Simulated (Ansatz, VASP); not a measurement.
**Two plane-wave programs on BaSi3**

Contents of INCAR:

```
PREC = Accurate ; ENCUT = 520
EDIFF = 1E-6 ; ISMEAR = 0
SIGMA = 0.05 ; LREAL = False
LASPH = True ; NELM = 80
ALGO = Normal ; ISIF = 2
LWAVE = False ; LCHARG = False
GGA = PS ; NBANDS = 19
```

The input KPOINTS:

```
Automatic mesh
0
Gamma
  8 8 8
```

File POSCAR:

```
BaSi3
1.0
    4.3846743644      0.0000000000      0.0000000000
    0.0000000000      4.3846743644      0.0000000000
    0.0000000000      0.0000000000      4.3846743644
Ba Si
1 3
Direct
    0.0000000000      0.0000000000      0.0000000000
    0.0000000000      0.5000000000      0.5000000000
    0.5000000000      0.5000000000      0.0000000000
    0.5000000000      0.0000000000      0.5000000000
```

Input for Ansatz:

```yaml
crystal:
  lattice:
    - [4.3846743644, 0.0, 0.0]
    - [0.0, 4.3846743644, 0.0]
    - [0.0, 0.0, 4.3846743644]
  atoms:
    - { symbol: Ba, position: [0.0, 0.0, 0.0] }
    - { symbol: Si, position: [0.0, 0.5, 0.5] }
    - { symbol: Si, position: [0.5, 0.5, 0.0] }
    - { symbol: Si, position: [0.5, 0.0, 0.5] }
basis:
  ecutwfc: 420
  ecutrho_ratio: 4
kpoints:
  mp_grid: { grid: [8, 8, 8] }
hamiltonian:
  xc: pbesol
scf:
  occupations: { method: gaussian, width: 0.05 }
output:
  forces: true
  stress: true
  eigenvalues: true
```

Alike in both runs: task single point; functional PBEsol; k mesh 8 × 8 × 8; occupations gaussian, width 0.05 eV; no spin polarisation.

```csv
,VASP,Ansatz
version,VASP 6.6.1,Ansatz 0.2.0
potentials or method,"VASP PAW PBE potentials, release 64 (Ba_sv, Si), cutoff 520 eV","scalar-relativistic, plane waves, PAW"
valence electrons in the cell,22,22
```

|  | VASP | Ansatz | Ansatz less VASP |
| --- | --- | --- | --- |
| gap on the k mesh at the Fermi level (eV) | none | none | - |
| pressure (GPa) | 2.4 | 1.3 | -1.13 |

VASP's potentials were made for PBE, not for PBEsol. A gap of «none» marks a metal or a gap that the smearing closes.

Spin-orbit coupling is off throughout.
